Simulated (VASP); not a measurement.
Te, 2 atoms in the cell. The cell holds a slab with vacuum, 2 atoms: a = 4.061 Å, b = 4.061 Å, c = 8.770 Å, α = 90.00°, β = 90.00°, γ = 120.00°. 

* Program: VASP 6.6.1
* Task: single point
* Functional: PBE
* Potentials or basis: VASP PAW PBE potentials, release 64 (Te)
* Cutoff: 520 eV
* k mesh: 6 × 6 × 2
* Occupations: gaussian, width 0.1 eV
* Spin: no spin polarisation
* Dipole correction: no
* Further INCAR settings: ALGO = Normal; EDIFF = 1e-06; NBANDS = 13

Potentials or basis: VASP PAW PBE potentials, release 64 (Te).

Launch:

```console
$ cat potpaw_PBE.64/Te/POTCAR > POTCAR
$ mpirun -np 1 vasp_std > vasp.out
```

Hardware: 1 thread of Oxide Virtual Turin-like Processor, on a shared host.

**Question.** How long does it take, and how much memory?

**Answer.** Run time: 29 s on 1 thread of Oxide Virtual Turin-like Processor, with other jobs on the host, peak memory 0.19 GiB. Counts: scf iterations 13, k points 14.
